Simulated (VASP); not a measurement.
# GaN (P1) in VASP: notebook

GaN is run at these levels: PBE; tasks: single point.

Program: VASP 6.6.1. These are calculated values, not measurements. Logs are shortened: lines on timing, memory, paths and dates and some standing lists are left out, and cuts for length are marked.

## 1. The cell of the first run

The typed cell holds 4 atoms: a = 3.180 Å, b = 3.180 Å, c = 5.166 Å, α = 90.00°, β = 90.00°, γ = 120.00°.

## 2. Single point, PBE (atom 3 (N) moved by (-0.100, +0.000) A along x and z)

INCAR

```
ALGO = Normal
EDIFF = 1E-6
ENCUT = 520
GGA = PE
ISIF = 2
ISMEAR = 0
LASPH = True
LCHARG = False
LREAL = False
LWAVE = False
NBANDS = 26
NELM = 100
PREC = Accurate
SIGMA = 0.05
```

KPOINTS

```
k-points
0
Gamma
  12 12 6
```

POSCAR

```
GaN
1.0
    3.1799996605      0.0000000000      0.0000000000
   -1.5899998303      2.7539604900      0.0000000000
    0.0000000000      0.0000000000      5.1660000000
Ga N
2 2
Direct
    0.3333333333      0.6666666667      0.0000000000
    0.6666666667      0.3333333333      0.5000000000
    0.3018867891      0.6666666667      0.3750000000
    0.6666666667      0.3333333333      0.8750000000
```

Potentials or basis: VASP PAW PBE potentials, release 64 (Ga_d, N).

Run with:

```
$ cat potpaw_PBE.64/Ga_d/POTCAR potpaw_PBE.64/N/POTCAR > POTCAR
$ mpirun -np 1 vasp_std > vasp.out
```

OUTCAR:

```text
EDIFF = 1E-6
   ENCUT = 520
   GGA = PE
   ISIF = 2
   ISMEAR = 0
   LASPH = True
   LREAL = False
   NELM = 100
   PREC = Accurate

 ion  position               nearest neighbor table
   1  0.333  0.667  0.000-   3 1.94   4 1.95   4 1.95   4 1.95
   2  0.667  0.333  0.500-   3 1.87   4 1.94   3 1.95   3 2.03
   3  0.302  0.667  0.375-   2 1.87   1 1.94   2 1.95   2 2.03
   4  0.667  0.333  0.875-   2 1.94   1 1.95   1 1.95   1 1.95

  LATTYP: Found a hexagonal cell.
 ALAT       =     3.1799996605
 C/A-ratio  =     1.6245284753

  Lattice vectors:

 A1 = (   3.1799996605,   0.0000000000,   0.0000000000)
 A2 = (  -1.5899998303,   2.7539604900,   0.0000000000)
 A3 = (   0.0000000000,   0.0000000000,   5.1660000000)

Analysis of symmetry for initial positions (statically):
=====================================================================
 Subroutine PRICEL returns:
 Original cell was already a primitive cell.

 Routine SETGRP: Setting up the symmetry group for a
 hexagonal supercell.

 Subroutine GETGRP returns: Found  1 space group operations
 (whereof  1 operations were pure point group operations)
 out of a pool of 24 trial point group operations.

The static configuration has the point symmetry C_1 .

Analysis of symmetry for dynamics (positions and initial velocities):
=====================================================================
 Subroutine PRICEL returns:
 Original cell was already a primitive cell.

 Routine SETGRP: Setting up the symmetry group for a
 hexagonal supercell.

 Subroutine GETGRP returns: Found  1 space group operations
 (whereof  1 operations were pure point group operations)
 out of a pool of 24 trial point group operations.

The dynamic configuration has the point symmetry C_1 .

 Subroutine INISYM returns: Found  1 space group operations
 (whereof  1 operations are pure point group operations),
 and found     1 'primitive' translations

----------------------------------------------------------------------------------------

                                     Primitive cell

  volume of cell :      45.2417

  direct lattice vectors                    reciprocal lattice vectors
     3.179999661  0.000000000  0.000000000     0.314465442  0.181556708  0.000000000
    -1.589999830  2.753960490  0.000000000     0.000000000  0.363113416  0.000000000
     0.000000000  0.000000000  5.166000000     0.000000000  0.000000000  0.193573364

[... 86 lines left out ...]
   NELM   =    100;   NELMIN=  2; NELMDL= -5     # of ELM steps
   EDIFF  = 0.1E-05   stopping-criterion for ELM
   LREAL  =      F    real-space projection
   EDIFFG = 0.1E-04   stopping-criterion for IOM
   NSW    =      0    number of steps for IOM
   IBRION =     -1    ionic relax: 0-MD 1-quasi-New 2-CG
   NFREE  =      0    steps in history (QN), initial steepest desc. (CG)
   ISIF   =      2    stress and relaxation
   ISYM   =      2    0-nonsym 1-usesym 2-fastsym
   POTIM  = 0.5000    time-step for ionic-motion
   TEBEG  =    0.0;   TEEND  =   0.0 temperature during run
   PSTRESS=    0.0 pullay stress
   NELECT =      36.0000    total number of electrons
   NUPDOWN=      -1.0000    fix difference up-down
   EMIN   =  10.00;   EMAX   =-10.00  energy-range for DOS
   EFERMI =   0.00;   METHOD = LEGACY
   ISMEAR =     0;   SIGMA  =   0.05  broadening in eV -4-tet -1-fermi 0-gaus
   EFERMI_NEDOS =   21; number of points for ismear=-14 and -15
   IALGO  =     38    algorithm
   IMIX   =      4    mixing-type and parameters
     AMIX     =   0.40;   BMIX     =  1.00
     AMIX_MAG =   1.60;   BMIX_MAG =  1.00
  volume/ion in A,a.u.               =      11.31        76.33
  Fermi-wavevector in a.u.,A,eV,Ry     =   1.517036  2.866783 31.312431  2.301399
  Thomas-Fermi vector in A             =   2.626346
   LORBIT       =      0    0 simple, 1 ext, 2 COOP (PROOUT), +10 PAW based schemes
   GGA     = PE    functional components
   LHFCALC =     F    Hartree Fock is set to
   AEXX    =    0.0000 exact exchange contribution
   IVDW    =     0    specifies the selected vdW correction
   LEPSILON=     F    determine dielectric tensor
   LRPA    =     F    only Hartree local field effects (RPA)
 non-spin polarized calculation
 Gauss-broadening in eV      SIGMA  =   0.05
  energy-cutoff  :      520.00
  volume of cell :       45.24
 maximum number of plane-waves:      1236
   NGX = 11   NGY = 11   NGZ = 19

 number of electron      36.0000000 magnetization

 Free energy of the ion-electron system (eV)
  ---------------------------------------------------
  ext. energy  EPLUGINS =         0.00000000
  ---------------------------------------------------
  free energy    TOTEN  =       -24.21785243 eV

  energy without entropy =      -24.21785243  energy(sigma->0) =      -24.21785243

 E-fermi :   5.7563     XC(G=0): -11.7224

 val. band max:        5.4887445055   @ k =   0.0000   0.0000   0.0000
 cond. band min:       7.4001462233   @ k =   0.0000   0.0000   0.0000
 fundamental gap:      1.9114017178
 Fermi energy:         5.7562951698

 k-point     1 :       0.0000    0.0000    0.0000
  band No.  band energies     occupation
      1     -10.6543      2.00000
      2      -9.6949      2.00000
      3      -8.0388      2.00000
      4      -8.0184      2.00000
      5      -7.9951      2.00000
      6      -7.9534      2.00000
[... 685 lines left out ...]
     25      16.7299      0.00000
     26      18.0875      0.00000

 [... further k-points ...]

------------------------ aborting loop because EDIFF is reached ----------------------------------------

  FORCE on cell =-STRESS in cart. coord.  units (eV):
  Direction    XX          YY          ZZ          XY          YZ          ZX
  --------------------------------------------------------------------------------------
  -------------------------------------------------------------------------------------
  Total        2.1634338      1.9886844      2.5210894      0.9870919     -0.1350637     -0.5912447
  in kB       76.6152127     70.4266893     89.2811249     34.9565832     -4.7831065    -20.9381670
  external PRESSURE =      78.7743423 kB  Pullay stress =       0.0000000 kB

 VOLUME and BASIS-vectors are now :
 -----------------------------------------------------------------------------
  energy-cutoff  :      520.00
  volume of cell :       45.24
      direct lattice vectors                 reciprocal lattice vectors
     3.179999661  0.000000000  0.000000000     0.314465442  0.181556708  0.000000000
    -1.589999830  2.753960490  0.000000000     0.000000000  0.363113416  0.000000000
     0.000000000  0.000000000  5.166000000     0.000000000  0.000000000  0.193573364

 POSITION                                       TOTAL-FORCE (eV/Angst)
 -----------------------------------------------------------------------------------
     -0.00000      1.83597      0.00000        -0.089889     -0.002411     -0.106643
      1.59000      0.91799      2.58300        -1.197209     -0.227417     -0.003809
     -0.10000      1.83597      1.93725         1.355991      0.236538     -0.025913
      1.59000      0.91799      4.52025        -0.068892     -0.006710      0.136364
 -----------------------------------------------------------------------------------
    total drift:                                0.000007      0.000011     -0.000306

  FREE ENERGIE OF THE ION-ELECTRON SYSTEM (eV)
  ---------------------------------------------------
  free  energy   TOTEN  =       -24.2178524284 eV

  energy  without entropy=      -24.2178524284  energy(sigma->0) =      -24.21785243
```

stdout:

```text
POSCAR found type information on POSCAR GaN
 POSCAR found :  2 types and       4 ions
 scaLAPACK will be used
 LDA part: xc-table for (Slater+PW92), standard interpolation
 POSCAR, INCAR and KPOINTS ok, starting setup
 FFT: planning ... GRIDC
 FFT: planning ... GRID_SOFT
 FFT: planning ... GRID
 WAVECAR not read
 entering main loop
```

Run time: 4.9 min. Hardware: 1 thread of AMD EPYC 9R14 (Zen 4), shared host; peak memory 0.46 GiB.

What came out:

* Free energy: -24.2179 eV
* Pressure: 7.9 GPa
* Largest force: 1.377 eV/Å
* Band gap on the k mesh: 1.91 eV

Forces on the atoms (eV/Å):
```
Ga  -0.090 -0.002 -0.107
Ga  -1.197 -0.227 -0.004
N    1.356  0.237 -0.026
N   -0.069 -0.007  0.136
```

Caveat: the cell differs from its parent crystal (atom 3 (N) moved by (-0.100, +0.000) A along x and z); the cell stands under pressure; forces of over 1 eV/Å act on the atoms, so gaps and moduli don't describe the material at rest.

## 3. Single point, PBE (atom 3 (N) moved by (-0.100, +0.200) A along x and z)

INCAR

```
SYSTEM = GaN
PREC     = Accurate       ! precision mode
ENCUT    = 520            ! plane-wave cutoff, eV
EDIFF    = 1E-6           ! SCF threshold, eV
ISMEAR   = 0              ! smearing method
SIGMA    = 0.05           ! smearing width, eV
LREAL    = .FALSE.        ! projectors in reciprocal space
LASPH    = .TRUE.         ! aspherical terms in the spheres
NELM     = 100            ! most SCF steps
ALGO     = Normal         ! electronic algorithm
ISIF     = 2              ! what is computed and relaxed
LWAVE    = .FALSE.        ! write WAVECAR
LCHARG   = .TRUE.         ! write CHGCAR
GGA      = PE             ! functional
LELF     = .TRUE.         ! ELF
LVHAR    = .TRUE.       
NBANDS   = 26             ! bands
```

KPOINTS

```
Automatic mesh
0
G
  12 12 6
  0 0 0
```

POSCAR: that of step 2 with these lines changed.

```diff
@@ -10,3 +10,3 @@
     0.6666666667      0.3333333333      0.5000000000
-    0.3018867891      0.6666666667      0.3750000000
+    0.3018867891      0.6666666667      0.4137146729
     0.6666666667      0.3333333333      0.8750000000
```

Potentials or basis: VASP PAW PBE potentials, release 64 (Ga_d, N).

Run with:

```
$ cat potpaw_PBE.64/Ga_d/POTCAR potpaw_PBE.64/N/POTCAR > POTCAR
$ mpirun -np 1 vasp_std > vasp.out
```

OUTCAR:

```text
SYSTEM = GaN
   PREC = Accurate
   ENCUT = 520
   EDIFF = 1E-6
   ISMEAR = 0
   LREAL = .FALSE.
   LASPH = .TRUE.
   NELM = 100
   ISIF = 2
   GGA = PE

 ion  position               nearest neighbor table
   1  0.333  0.667  0.000-   4 1.95   4 1.95   4 1.95   3 2.14
   2  0.667  0.333  0.500-   3 1.81   3 1.89   4 1.94   3 1.97
   3  0.302  0.667  0.414-   2 1.81   2 1.89   2 1.97   1 2.14
   4  0.667  0.333  0.875-   2 1.94   1 1.95   1 1.95   1 1.95

  LATTYP: Found a hexagonal cell.
 ALAT       =     3.1799996605
 C/A-ratio  =     1.6245284753
[... 893 lines left out ...]
  Direction    XX          YY          ZZ          XY          YZ          ZX
  --------------------------------------------------------------------------------------
  -------------------------------------------------------------------------------------
  Total        3.5921821      3.3400887      1.5077374      1.5467537     -0.1465706     -0.5748458
  in kB      127.2124870    118.2849256     53.3945710     54.7762844     -5.1906083    -20.3574203
  external PRESSURE =      99.6306612 kB  Pullay stress =       0.0000000 kB

 VOLUME and BASIS-vectors are now :
 -----------------------------------------------------------------------------
  energy-cutoff  :      520.00
  volume of cell :       45.24
      direct lattice vectors                 reciprocal lattice vectors
     3.179999661  0.000000000  0.000000000     0.314465442  0.181556708  0.000000000
    -1.589999830  2.753960490  0.000000000     0.000000000  0.363113416  0.000000000
     0.000000000  0.000000000  5.166000000     0.000000000  0.000000000  0.193573364

 POSITION                                       TOTAL-FORCE (eV/Angst)
 -----------------------------------------------------------------------------------
     -0.00000      1.83597      0.00000        -0.128157     -0.001803      0.572641
      1.59000      0.91799      2.58300        -1.755054     -0.333625      0.716738
     -0.10000      1.83597      2.13725         1.954613      0.343003     -2.655699
      1.59000      0.91799      4.52025        -0.071402     -0.007576      1.366320
 -----------------------------------------------------------------------------------
    total drift:                                0.000027      0.000014      0.000458

  FREE ENERGIE OF THE ION-ELECTRON SYSTEM (eV)
  ---------------------------------------------------
  free  energy   TOTEN  =       -23.9157008772 eV

  energy  without entropy=      -23.9157008772  energy(sigma->0) =      -23.91570088
```

Wall time 4.6 min (1 thread of AMD EPYC 9R14 (Zen 4), shared host); peak memory 0.46 GiB.

Results:

```
Free energy            : -23.9157 eV
Pressure               : 10.0 GPa
Largest force          : 3.315 eV/Å
Band gap on the k mesh : 1.84 eV
```

Forces in eV/Å, atoms in the order of the input:
```
Ga  -0.128 -0.002  0.573
Ga  -1.755 -0.334  0.717
N    1.955  0.343 -2.656
N   -0.071 -0.008  1.366
```

Caveat: the cell differs from its parent crystal (atom 3 (N) moved by (-0.100, +0.200) A along x and z); the cell stands under pressure; forces of over 1 eV/Å act on the atoms, so gaps and moduli don't describe the material at rest.

## 4. Single point, PBE (atom 3 (N) moved by (-0.100, -0.100) A along x and z)

INCAR

```
SYSTEM = GaN
ALGO     = Normal         ! electronic algorithm
EDIFF    = 1E-7           ! SCF threshold, eV
ENCUT    = 520            ! plane-wave cutoff, eV
GGA      = PE             ! functional
ISIF     = 2              ! what is computed and relaxed
ISMEAR   = 0              ! smearing method
LASPH    = .TRUE.         ! aspherical terms in the spheres
LCHARG   = .TRUE.         ! write CHGCAR
LELF     = .TRUE.         ! ELF
LREAL    = .FALSE.        ! projectors in reciprocal space
LVHAR    = .TRUE.       
LWAVE    = .FALSE.        ! write WAVECAR
NBANDS   = 26             ! bands
NELM     = 80             ! most SCF steps
PREC     = Accurate       ! precision mode
SIGMA    = 0.05           ! smearing width, eV
```

KPOINTS

```
k-points
0
G
  12 12 6
  0 0 0
```

POSCAR: that of step 3 with these lines changed.

```diff
@@ -10,3 +10,3 @@
     0.6666666667      0.3333333333      0.5000000000
-    0.3018867891      0.6666666667      0.4137146729
+    0.3018867891      0.6666666667      0.3556426636
     0.6666666667      0.3333333333      0.8750000000
```

Potentials or basis: VASP PAW PBE potentials, release 64 (Ga_d, N).

Run with:

```
$ cat potpaw_PBE.64/Ga_d/POTCAR potpaw_PBE.64/N/POTCAR > POTCAR
$ mpirun -np 1 vasp_std > vasp.out
```

OUTCAR:

```text
SYSTEM = GaN
   EDIFF = 1E-7
   ENCUT = 520
   GGA = PE
   ISIF = 2
   ISMEAR = 0
   LASPH = .TRUE.
   LREAL = .FALSE.
   NELM = 80
   PREC = Accurate

 ion  position               nearest neighbor table
   1  0.333  0.667  0.000-   3 1.84   4 1.95   4 1.95   4 1.95
   2  0.667  0.333  0.500-   3 1.90   4 1.94   3 1.98   3 2.06
   3  0.302  0.667  0.356-   1 1.84   2 1.90   2 1.98   2 2.06
   4  0.667  0.333  0.875-   2 1.94   1 1.95   1 1.95   1 1.95

  LATTYP: Found a hexagonal cell.
 ALAT       =     3.1799996605
 C/A-ratio  =     1.6245284753

  Lattice vectors:

 A1 = (   3.1799996605,   0.0000000000,   0.0000000000)
 A2 = (  -1.5899998303,   2.7539604900,   0.0000000000)
 A3 = (   0.0000000000,   0.0000000000,   5.1660000000)

Analysis of symmetry for initial positions (statically):
=====================================================================
 Subroutine PRICEL returns:
 Original cell was already a primitive cell.

 Routine SETGRP: Setting up the symmetry group for a
 hexagonal supercell.
[... 167 lines left out ...]
  free energy    TOTEN  =       -24.11418432 eV

  energy without entropy =      -24.11418432  energy(sigma->0) =      -24.11418432

 E-fermi :   5.8218     XC(G=0): -11.7241

 val. band max:        5.5351505772   @ k =   0.0000   0.0000   0.0000
 cond. band min:       7.3716579514   @ k =   0.0000   0.0000   0.0000
 fundamental gap:      1.8365073742
 Fermi energy:         5.8218473773

 k-point     1 :       0.0000    0.0000    0.0000
  band No.  band energies     occupation
      1     -10.6714      2.00000
      2      -9.6812      2.00000
      3      -8.0750      2.00000
      4      -8.0445      2.00000
      5      -8.0191      2.00000
      6      -7.9191      2.00000
[... 685 lines left out ...]
     25      16.5665      0.00000
     26      18.0653      0.00000

 [... further k-points ...]

------------------------ aborting loop because EDIFF is reached ----------------------------------------

  FORCE on cell =-STRESS in cart. coord.  units (eV):
  Direction    XX          YY          ZZ          XY          YZ          ZX
  --------------------------------------------------------------------------------------
  -------------------------------------------------------------------------------------
  Total        1.6160320      1.4719097      4.1564390      0.7358272     -0.1165810     -0.6115940
  in kB       57.2296850     52.1257813    147.1949154     26.0583688     -4.1285637    -21.6588125
  external PRESSURE =      85.5167939 kB  Pullay stress =       0.0000000 kB

 VOLUME and BASIS-vectors are now :
 -----------------------------------------------------------------------------
  energy-cutoff  :      520.00
  volume of cell :       45.24
      direct lattice vectors                 reciprocal lattice vectors
     3.179999661  0.000000000  0.000000000     0.314465442  0.181556708  0.000000000
    -1.589999830  2.753960490  0.000000000     0.000000000  0.363113416  0.000000000
     0.000000000  0.000000000  5.166000000     0.000000000  0.000000000  0.193573364

 POSITION                                       TOTAL-FORCE (eV/Angst)
 -----------------------------------------------------------------------------------
     -0.00000      1.83597      0.00000        -0.021261     -0.002661     -1.223735
      1.59000      0.91799      2.58300        -0.927845     -0.177733     -0.525507
     -0.10000      1.83597      1.83725         1.019721      0.186993      2.233725
      1.59000      0.91799      4.52025        -0.070616     -0.006599     -0.484484
 -----------------------------------------------------------------------------------
    total drift:                               -0.000028      0.000000      0.000090

  FREE ENERGIE OF THE ION-ELECTRON SYSTEM (eV)
  ---------------------------------------------------
  free  energy   TOTEN  =       -24.1141843247 eV

  energy  without entropy=      -24.1141843247  energy(sigma->0) =      -24.11418432
```

stdout:

```text
POSCAR found type information on POSCAR GaN
 POSCAR found :  2 types and       4 ions
 scaLAPACK will be used
 LDA part: xc-table for (Slater+PW92), standard interpolation
 POSCAR, INCAR and KPOINTS ok, starting setup
 FFT: planning ... GRIDC
 FFT: planning ... GRID_SOFT
 FFT: planning ... GRID
 WAVECAR not read
 entering main loop
```

Run time: 2.7 min. Hardware: 1 thread of Intel Xeon 6975P-C (Granite Rapids), shared host; peak memory 0.49 GiB.

What came out:

| Property | Result |
| --- | --- |
| Free energy | -24.1142 eV |
| Pressure | 8.6 GPa |
| Largest force | 2.463 eV/Å |
| Band gap on the k mesh | 1.84 eV |

Forces in eV/Å, atoms in the order of the input:
```
Ga  -0.021 -0.003 -1.224
Ga  -0.928 -0.178 -0.526
N    1.020  0.187  2.234
N   -0.071 -0.007 -0.484
```

Caveat: the cell differs from its parent crystal (atom 3 (N) moved by (-0.100, -0.100) A along x and z); the cell stands under pressure; forces of over 1 eV/Å act on the atoms, so gaps and moduli don't describe the material at rest.

[end of part 1 of 2]
